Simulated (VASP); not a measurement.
# Ca (Fm-3m) in VASP: notebook

The runs below take Ca through single point, relaxation of cell and atoms, with LDA.

Program: VASP 6.6.1. These are calculated values, not measurements. Logs are shortened: lines on timing, memory, paths and dates and some standing lists are left out, and cuts for length are marked.

### 1 The cell of the first run

The structure is cubic, space group Fm-3m (No. 225). The conventional cell has a = 3.970 Å, b = 3.970 Å, c = 3.970 Å, α = 90.00°, β = 90.00°, γ = 90.00°. Within 3.7 Å of Ca (site symmetry m-3m) lie 12 Ca at 2.81 Å.

### 2 Single point, LDA

Contents of INCAR:

```
PREC     = Accurate       # precision mode
ENCUT    = 520            # plane-wave cutoff, eV
EDIFF    = 1E-7           # SCF threshold, eV
ISMEAR   = -1             # smearing method
SIGMA    = 0.08           # smearing width, eV
LREAL    = F              # projectors in reciprocal space
LASPH    = T              # aspherical terms in the spheres
NELM     = 80             # most SCF steps
ALGO     = Normal         # electronic algorithm
ISIF     = 2              # what is computed and relaxed
LWAVE    = F              # write WAVECAR
LCHARG   = F              # write CHGCAR
NBANDS   = 11             # bands
```

Contents of KPOINTS:

```
Automatic mesh
0
Gamma
  17 17 17
```

Contents of POSCAR:

```
Ca
1.0
    0.0000000000      1.9850116500      1.9850116500
    1.9850116500      0.0000000000      1.9850116500
    1.9850116500      1.9850116500      0.0000000000
Ca
1
Direct
    0.0000000000      0.0000000000      0.0000000000
```

Potentials or basis: VASP PAW LDA potentials, release 64 (Ca_sv).

Started as:

```bash
$ cat potpaw_LDA.64/Ca_sv/POTCAR > POTCAR
$ mpirun -np 1 vasp_std > vasp.out
```

OUTCAR:

```text
PREC = Accurate
   ENCUT = 520
   EDIFF = 1E-7
   ISMEAR = -1
   LREAL = F
   LASPH = T
   NELM = 80
   ISIF = 2

 ion  position               nearest neighbor table
   1  0.000  0.000  0.000-

  LATTYP: Found a face centered cubic cell.
 ALAT       =     3.9700233000

  Lattice vectors:

 A1 = (   0.0000000000,   1.9850116500,   1.9850116500)
 A2 = (   1.9850116500,   0.0000000000,   1.9850116500)
 A3 = (   1.9850116500,   1.9850116500,   0.0000000000)

Analysis of symmetry for initial positions (statically):
=====================================================================
 Subroutine PRICEL returns:
 Original cell was already a primitive cell.

 Routine SETGRP: Setting up the symmetry group for a
 face centered cubic supercell.

 Subroutine GETGRP returns: Found 48 space group operations
 (whereof 48 operations were pure point group operations)
 out of a pool of 48 trial point group operations.

The static configuration has the point symmetry O_h .

Analysis of symmetry for dynamics (positions and initial velocities):
=====================================================================
 Subroutine PRICEL returns:
 Original cell was already a primitive cell.

 Routine SETGRP: Setting up the symmetry group for a
 face centered cubic supercell.

 Subroutine GETGRP returns: Found 48 space group operations
 (whereof 48 operations were pure point group operations)
 out of a pool of 48 trial point group operations.

The dynamic configuration has the point symmetry O_h .

 Subroutine INISYM returns: Found 48 space group operations
 (whereof 48 operations are pure point group operations),
 and found     1 'primitive' translations

----------------------------------------------------------------------------------------

                                     Primitive cell

  volume of cell :      15.6430

  direct lattice vectors                    reciprocal lattice vectors
     0.000000000  1.985011650  1.985011650    -0.251887690  0.251887690  0.251887690
     1.985011650  0.000000000  1.985011650     0.251887690 -0.251887690  0.251887690
     1.985011650  1.985011650  0.000000000     0.251887690  0.251887690 -0.251887690

  length of vectors
     2.807230397  2.807230397  2.807230397     0.436282278  0.436282278  0.436282278

  position of ions in fractional coordinates (direct lattice)
     0.000000000  0.000000000  0.000000000

  ion indices of the primitive-cell ions
   primitive index   ion index
                 1           1

----------------------------------------------------------------------------------------

 KPOINTS: Automatic mesh

Automatic generation of k-mesh.
 Grid dimensions read from file:
 generate k-points for:   17   17   17

 Generating k-lattice:

  Cartesian coordinates                     Fractional coordinates (reciprocal lattice)
    -0.014816923  0.014816923  0.014816923     0.058823529  0.000000000  0.000000000
     0.014816923 -0.014816923  0.014816923     0.000000000  0.058823529  0.000000000
     0.014816923  0.014816923 -0.014816923     0.000000000  0.000000000  0.058823529

  Length of vectors
     0.025663663  0.025663663  0.025663663

  Shift w.r.t. Gamma in fractional coordinates (k-lattice)
     0.000000000  0.000000000  0.000000000

 Subroutine IBZKPT returns following result:
 ===========================================

 Found    165 irreducible k-points:

 Following reciprocal coordinates:
            Coordinates               Weight
  0.000000  0.000000  0.000000      1.000000
  0.058824  0.000000  0.000000      8.000000
  0.117647  0.000000  0.000000      8.000000
  0.176471  0.000000  0.000000      8.000000
  0.235294  0.000000  0.000000      8.000000
  0.294118  0.000000  0.000000      8.000000
[... 16 lines left out ...]
 -0.176471  0.058824  0.000000     24.000000
 -0.117647  0.058824  0.000000     24.000000
 [... further k-points ...]
   k-points           NKPTS =    165   k-points in BZ     NKDIM =    165   number of bands    NBANDS=     11
   number of dos      NEDOS =    301   number of ions     NIONS =      1
   total plane-waves  NPLWV =  13824
   dimension x,y,z NGX =    24 NGY =   24 NGZ =   24
   dimension x,y,z NGXF=    48 NGYF=   48 NGZF=   48
   ions per type =               1
   NGX,Y,Z   is equivalent  to a cutoff of  14.21, 14.21, 14.21 a.u.
   NGXF,Y,Z  is equivalent  to a cutoff of  28.43, 28.43, 28.43 a.u.
 SYSTEM =  unknown system
   PREC   = accura    normal or accurate (medium, high low for compatibility)
   ISTART =      0    job   : 0-new  1-cont  2-samecut
   ICHARG =      2    charge: 1-file 2-atom 10-const
   ISPIN  =      1    spin polarized calculation?
   LNONCOLLINEAR =      F non collinear calculations
   LSORBIT =      F    spin-orbit coupling
   LASPH  =      T    aspherical Exc in radial PAW
   ENCUT  =  520.0 eV  38.22 Ry    6.18 a.u.   5.22  5.22  5.22*2*pi/ulx,y,z
   NELM   =     80;   NELMIN=  2; NELMDL= -5     # of ELM steps
   EDIFF  = 0.1E-06   stopping-criterion for ELM
   LREAL  =      F    real-space projection
   EDIFFG = 0.1E-05   stopping-criterion for IOM
   NSW    =      0    number of steps for IOM
   IBRION =     -1    ionic relax: 0-MD 1-quasi-New 2-CG
   NFREE  =      0    steps in history (QN), initial steepest desc. (CG)
   ISIF   =      2    stress and relaxation
   ISYM   =      2    0-nonsym 1-usesym 2-fastsym
   POTIM  = 0.5000    time-step for ionic-motion
   TEBEG  =    0.0;   TEEND  =   0.0 temperature during run
   PSTRESS=    0.0 pullay stress
   NELECT =      10.0000    total number of electrons
   NUPDOWN=      -1.0000    fix difference up-down
   EMIN   =  10.00;   EMAX   =-10.00  energy-range for DOS
   EFERMI =   0.00;   METHOD = LEGACY
   ISMEAR =    -1;   SIGMA  =   0.08  broadening in eV -4-tet -1-fermi 0-gaus
   EFERMI_NEDOS =   21; number of points for ismear=-14 and -15
   IALGO  =     38    algorithm
   IMIX   =      4    mixing-type and parameters
     AMIX     =   0.40;   BMIX     =  1.00
     AMIX_MAG =   1.60;   BMIX_MAG =  1.00
  volume/ion in A,a.u.               =      15.64       105.56
  Fermi-wavevector in a.u.,A,eV,Ry     =   1.410268  2.665021 27.060041  1.988857
  Thomas-Fermi vector in A             =   2.532240
   LORBIT       =      0    0 simple, 1 ext, 2 COOP (PROOUT), +10 PAW based schemes
   GGA     = CA    functional components
   LHFCALC =     F    Hartree Fock is set to
   AEXX    =    0.0000 exact exchange contribution
   IVDW    =     0    specifies the selected vdW correction
   LEPSILON=     F    determine dielectric tensor
   LRPA    =     F    only Hartree local field effects (RPA)
 non-spin polarized calculation
  energy-cutoff  :      520.00
  volume of cell :       15.64
 maximum number of plane-waves:       440
 NGX is ok and might be reduce to    24
   NGX = 11   NGY = 11   NGZ = 11

 number of electron      10.0000001 magnetization

 Free energy of the ion-electron system (eV)
  ---------------------------------------------------
  ext. energy  EPLUGINS =         0.00000000
  ---------------------------------------------------
  free energy    TOTEN  =         0.13015395 eV

  energy without entropy =        0.14980432  energy(sigma->0) =        0.13997913

 E-fermi :   7.3376     XC(G=0): -11.9399

 val. band max:        7.3149257113   @ k =  -0.4706   0.3529   0.0588
 cond. band min:       7.3812326941   @ k =  -0.3529   0.4706   0.1176
 fundamental gap:      0.0663069828
 Fermi energy:         7.3375605394

 k-point     1 :       0.0000    0.0000    0.0000
  band No.  band energies     occupation
      1     -33.0370      2.00000
      2     -12.6921      2.00000
      3     -12.6921      2.00000
      4     -12.6921      2.00000
      5       3.3580      2.00000
      6      10.6984      0.00000
      7      10.6984      0.00000
      8      10.6984      0.00000
      9      13.8063      0.00000
     10      13.8063      0.00000
     11      22.1149      0.00000

 k-point     2 :       0.0588    0.0000    0.0000
  band No.  band energies     occupation
      1     -33.0138      2.00000
      2     -12.8042      2.00000
      3     -12.7036      2.00000
      4     -12.7036      2.00000
      5       3.5237      2.00000
      6      10.5502      0.00000
      7      10.7690      0.00000
      8      10.7690      0.00000
      9      13.7301      0.00000
     10      13.7301      0.00000
     11      22.4243      0.00000

 k-point     3 :       0.1176    0.0000    0.0000
  band No.  band energies     occupation
      1     -32.9466      2.00000
      2     -13.1174      2.00000
      3     -12.7362      2.00000
      4     -12.7362      2.00000
      5       3.9858      2.00000
      6      10.1819      0.00000
      7      10.9472      0.00000
      8      10.9472      0.00000
      9      13.5609      0.00000
     10      13.5609      0.00000
     11      23.2205      0.00000

 k-point     4 :       0.1765    0.0000    0.0000
  band No.  band energies     occupation
      1     -32.8428      2.00000
      2     -13.5724      2.00000
      3     -12.7851      2.00000
      4     -12.7851      2.00000
      5       4.6408      2.00000
      6       9.7708      0.00000
      7      11.1174      0.00000
      8      11.1174      0.00000
      9      13.4707      0.00000
     10      13.4707      0.00000
     11      23.5884      0.00000
[... 239 lines left out ...]
 k-point    22 :      -0.2353    0.0588    0.0000
  band No.  band energies     occupation
      1     -32.6532      2.00000
      2     -14.2750      2.00000
      3     -12.9749      2.00000
      4     -12.8292      2.00000
      5       5.6305      2.00000
      6       9.4100      0.00000
      7      10.9632      0.00000
      8      11.1702      0.00000
      9      13.3007      0.00000
     10      14.3960      0.00000
     11      22.5791      0.00000

 k-point    23 :      -0.1765    0.0588    0.0000
  band No.  band energies     occupation
      1     -32.7845      2.00000
      2     -13.7654      2.00000
      3     -12.9054      2.00000
      4     -12.7720      2.00000
      5       4.9994      2.00000
      6       9.5465      0.00000
      7      11.1174      0.00000
      8      11.2486      0.00000
      9      13.0088      0.00000
     10      13.9614      0.00000
     11      23.5322      0.00000

 k-point    24 :      -0.1176    0.0588    0.0000
  band No.  band energies     occupation
      1     -32.8965      2.00000
      2     -13.3013      2.00000
      3     -12.8332      2.00000
      4     -12.7282      2.00000
      5       4.3203      2.00000
      6       9.9141      0.00000
      7      11.0760      0.00000
      8      11.0789      0.00000
      9      13.1419      0.00000
     10      13.7964      0.00000
     11      23.7640      0.00000

 [... further k-points ...]

------------------------ aborting loop because EDIFF is reached ----------------------------------------

  FORCE on cell =-STRESS in cart. coord.  units (eV):
  Direction    XX          YY          ZZ          XY          YZ          ZX
  --------------------------------------------------------------------------------------
  -------------------------------------------------------------------------------------
  Total        5.4248344      5.4248344      5.4248344      0.0000000      0.0000000     -0.0000000
  in kB      555.6200239    555.6200239    555.6200239      0.0000000      0.0000000     -0.0000000
  external PRESSURE =     555.6200239 kB  Pullay stress =       0.0000000 kB

 VOLUME and BASIS-vectors are now :
 -----------------------------------------------------------------------------
  energy-cutoff  :      520.00
  volume of cell :       15.64
      direct lattice vectors                 reciprocal lattice vectors
     0.000000000  1.985011650  1.985011650    -0.251887690  0.251887690  0.251887690
     1.985011650  0.000000000  1.985011650     0.251887690 -0.251887690  0.251887690
     1.985011650  1.985011650  0.000000000     0.251887690  0.251887690 -0.251887690

 POSITION                                       TOTAL-FORCE (eV/Angst)
 -----------------------------------------------------------------------------------
      0.00000      0.00000      0.00000         0.000000     -0.000000      0.000000
 -----------------------------------------------------------------------------------
    total drift:                               -0.000000      0.000000     -0.000000

  FREE ENERGIE OF THE ION-ELECTRON SYSTEM (eV)
  ---------------------------------------------------
  free  energy   TOTEN  =         0.1301539487 eV

  energy  without entropy=        0.1498043177  energy(sigma->0) =        0.13997913
```

It took 24 s on 1 thread of Intel Xeon 8259CL, shared host; peak memory 0.15 GiB.

Results:

```
Free energy            : 0.1302 eV
Pressure               : 55.6 GPa
Band gap on the k mesh : zero (bands 5 and 6 overlap by 1.77 eV)
```

Caveat: the cell stands under pressure.

[end of part 1 of 2]

The gap in the log of VASP goes by the Fermi energy; the results here count the filled bands.